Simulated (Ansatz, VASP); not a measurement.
Two plane-wave programs on V

INCAR

```
SYSTEM = V
  PREC = Accurate
  ENCUT = 520
  EDIFF = 1E-7
  ISMEAR = 0
  SIGMA = 0.15
  LREAL = .FALSE.
  LASPH = .TRUE.
  NELM = 80
  ALGO = Normal
  ISIF = 2
  LWAVE = .FALSE.
  LCHARG = .FALSE.
  GGA = PS
  NBANDS = 12
```

The input KPOINTS:

```
regular mesh
0
G
  22 22 22
  0 0 0
```

Contents of POSCAR:

```
V
1.0
   -1.4676100000      1.4676100000      1.5130000000
    1.4676100000     -1.4676100000      1.5130000000
    1.4676100000      1.4676100000     -1.5130000000
V
1
Direct
    0.0000000000      0.0000000000      0.0000000000
```

Input for Ansatz:

```yaml
crystal:
  lattice:
    - [-1.46761, 1.46761, 1.513]
    - [1.46761, -1.46761, 1.513]
    - [1.46761, 1.46761, -1.513]
  atoms:
    - { symbol: V, position: [0.0, 0.0, 0.0] }
basis:
  ecutwfc: 420
kpoints:
  mp_grid: { grid: [22, 22, 22] }
hamiltonian:
  xc: pbesol
scf:
  occupations: { method: gaussian, width: 0.15 }
output:
  forces: true
  stress: true
  eigenvalues: true
```

Change from the starting cell: strain -0.030 along x and y, +0.000 along z, atoms carried along.

Alike in both runs: task single point; functional PBEsol; k mesh 22 × 22 × 22; occupations gaussian, width 0.15 eV; no spin polarisation.

|  | VASP | Ansatz |
| --- | --- | --- |
| version | VASP 6.6.1 | Ansatz 0.2.0 |
| potentials or method | VASP PAW PBE potentials, release 64 (V_sv), cutoff 520 eV | scalar-relativistic, plane waves, PAW |
| valence electrons in the cell | 13 | 13 |

VASP gave:

* gap on the k mesh at the Fermi level (eV): none
* pressure (GPa): -1.0
* traceless stress, the component that is largest in VASP (GPa): -2.80

Estimate Ansatz's values.

gap on the k mesh at the Fermi level (eV): none; pressure (GPa): -1.1; traceless stress, the component that is largest in VASP (GPa): -2.80.

VASP's potentials were made for PBE, not for PBEsol. A gap of «none» marks a metal or a gap that the smearing closes.
